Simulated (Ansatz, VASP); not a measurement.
## One calculation of MgO, two programs

File INCAR:

```
SYSTEM = MgO
  PREC = Accurate
  ENCUT = 520
  EDIFF = 1E-7
  ISMEAR = 0
  SIGMA = 0.05
  LREAL = .FALSE.
  LASPH = .TRUE.
  NELM = 60
  ALGO = Normal
  ISIF = 2
  LWAVE = .FALSE.
  LCHARG = .FALSE.
  GGA = PE
  NBANDS = 16
```

The input KPOINTS:

```
regular mesh
0
G
  9 9 6
  0 0 0
```

POSCAR

```
MgO
1.0
    3.6909642150      0.0000000000      0.0000000000
   -1.8454821075      3.1964687747      0.0000000000
    0.0000000000      0.0000000000      4.1674676952
Mg O
2 2
Direct
    0.6666666667      0.3333333333      0.7500000000
    0.3333333333      0.6666666667      0.2500000000
    0.6666666667      0.3333333333      0.2500000000
    0.3333333333      0.6666666667      0.7500000000
```

Input for Ansatz:

```yaml
crystal:
  lattice:
    - [3.690964215, 0.0, 0.0]
    - [-1.8454821075, 3.1964687747, 0.0]
    - [0.0, 0.0, 4.1674676952]
  atoms:
    - { symbol: Mg, position: [0.6666666667, 0.3333333333, 0.75] }
    - { symbol: Mg, position: [0.3333333333, 0.6666666667, 0.25] }
    - { symbol: O, position: [0.6666666667, 0.3333333333, 0.25] }
    - { symbol: O, position: [0.3333333333, 0.6666666667, 0.75] }
basis:
  ecutwfc: 520.0
kpoints:
  mp_grid: { grid: [9, 9, 6] }
hamiltonian:
  xc: pbe
  pseudopotentials: { kind: paw, azcp: { folder: soft_1 } }
scf:
  occupations: { method: gaussian, width: 0.05 }
output:
  forces: true
  stress: true
  eigenvalues: true
```

Alike in both runs: task single point; functional PBE; k mesh 9 × 9 × 6; occupations gaussian, width 0.05 eV; no spin polarisation.

```csv
,VASP,Ansatz
version,VASP 6.6.1,Ansatz 0.2.0
potentials or method,"VASP PAW PBE potentials, release 64 (Mg, O), cutoff 520 eV","scalar-relativistic, plane waves, PAW"
valence electrons in the cell,16,32
```

Ansatz gave:

```
gap on the k mesh at the Fermi level (eV)                     : 3.02
least direct gap on the mesh (eV)                             : 3.02
pressure (GPa)                                                : -7.1
traceless stress, the component that is largest in VASP (GPa) : 4.34
```

**Question.** Which values does VASP return?

**Answer.** gap on the k mesh at the Fermi level (eV): 3.00; least direct gap on the mesh (eV): 3.00; pressure (GPa): -7.7; traceless stress, the component that is largest in VASP (GPa): 4.27.

With one functional, cell and mesh, what is left measures potentials, basis and numerics. VASP's potentials hold 16 valence electrons a cell and Ansatz's 32, so a difference there can come from the potentials and not from the codes.
